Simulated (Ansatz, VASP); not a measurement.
Bi: VASP beside Ansatz

```
Bi
1.0
     3.27399    0.00000    0.00000
     0.00000    3.27399    0.00000
     0.00000    0.00000    3.27399
Bi
1
Direct
  0.00000 0.00000 0.00000
```

Alike in both runs: task relaxation of cell and atoms; functional PBE; k mesh 13 × 13 × 13; occupations fermi-dirac, width 0.05 eV; no spin polarisation.

|  | VASP | Ansatz |
| --- | --- | --- |
| version | VASP 6.6.1 | Ansatz 0.2.0 |
| potentials or method | VASP PAW PBE potentials, release 64 (Bi_d), cutoff 600 eV | all-electron LAPW, scalar-relativistic |

```csv
,VASP,Ansatz,Ansatz less VASP
relaxed volume (Å³/atom),35.09,35.09,0.000
relaxed length of the cell vector where the two differ most in proportion (Å),3.274,3.274,0.0000
```

Ansatz ran all-electron here, and VASP with PAW potentials.

Neither program's run includes spin-orbit coupling. Noted on VASP's run: the relaxation stopped at its first step, so nothing moved.
